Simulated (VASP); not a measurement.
GaN: single point with PBEsol

The system is GaN.

```xyz
2
Lattice="0.0000 2.2135 2.2135 2.2135 0.0000 2.2135 2.2135 2.2135 0.0000" Properties=species:S:1:pos:R:3 pbc="T T T"
Ga    0.0000    0.0000    0.0000
N     1.1067    1.1067    1.1067
```

* Program: VASP 6.6.1
* Task: single point
* Functional: PBEsol
* Potentials or basis: VASP PAW PBE potentials, release 64 (Ga_d, N)
* Cutoff: 520 eV
* k mesh: 10 × 10 × 10
* Occupations: fermi-dirac, width 0.05 eV
* Spin: no spin polarisation

```yaml
Pressure: 9.7 GPa
Band_gap_on_the_k_mesh: 2.03 eV, direct
```

Levels at points of the mesh, in eV from the valence-band top:
```tsv
k point	band 6	band 7	band 8	band 9	band 10	band 11	band 12	band 13
(0.00, 0.00, 0.00)	-13.08	0.00	0.00	0.00	2.03	10.54	10.54	10.54
(0.50, 0.00, 0.00)	-11.83	-7.48	-1.05	-1.05	4.93	8.90	10.54	10.54
(0.50, 0.50, 0.00)	-11.41	-6.41	-2.93	-2.93	3.24	6.87	11.97	14.45
```

It took 11 s on 1 thread of Intel Xeon 6975P-C, on a shared host, peak memory 0.14 GiB.

Caveat: the PAW data sets were made with another functional, which shifts forces and pressure a little.
